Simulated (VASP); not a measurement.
Write the native input for VASP 6.6.1 that does the following.

```
Task                   : single point
Functional             : PBEsol
Potentials or basis    : VASP PAW PBE potentials, release 64 (In_d, P)
Cutoff                 : 520 eV
k mesh                 : 6 × 6 × 6
Occupations            : gaussian, width 0.15 eV
Spin                   : no spin polarisation
Dipole correction      : no
Further INCAR settings : ALGO = Normal; EDIFF = 1e-06; NBANDS = 16
```

The structure of InP lies in POSCAR:

```
InP
1.0
    0.0000000000      3.0139298331      2.5618403581
    3.0139298331      0.0000000000      2.5618403581
    3.0139298331      3.0139298331      0.0000000000
In P
1 1
Direct
    0.0000000000      0.0000000000      0.0000000000
    0.5000000000      0.5000000000      0.5000000000
```

This cell differs from its parent crystal: ratio of the length along z to the lengths across it x 0.85, volume and fractional coordinates fixed.

These files were run (other wordings do the same):

INCAR

```
PREC = Accurate ; ENCUT = 520
EDIFF = 1E-6 ; ISMEAR = 0
SIGMA = 0.15 ; LREAL = False
LASPH = True ; NELM = 100
ALGO = Normal ; ISIF = 2
LWAVE = False ; LCHARG = False
GGA = PS ; NBANDS = 16
```

KPOINTS

```
Automatic mesh
0
Gamma
  6 6 6
```

Potentials or basis: VASP PAW PBE potentials, release 64 (In_d, P).

Run with:

```sh
$ cat potpaw_PBE.64/In_d/POTCAR potpaw_PBE.64/P/POTCAR > POTCAR
$ mpirun -np 1 vasp_std > vasp.out
```

Results of the run:

```json
{
 "Pressure": "-4.8 GPa",
 "Band gap on the k mesh": "zero (band 9 reaches 6.09 eV, above the bottom of band 10 at 3.34 eV)"
}
```

Caveat: the PAW data sets were made with another functional, which shifts forces and pressure a little; spin-orbit coupling is left out, which moves the levels of the heavy elements.

Wall time 18 s on 1 thread of AMD EPYC 7R13 Processor (Zen 3) (shared host), peak memory 0.15 GiB.
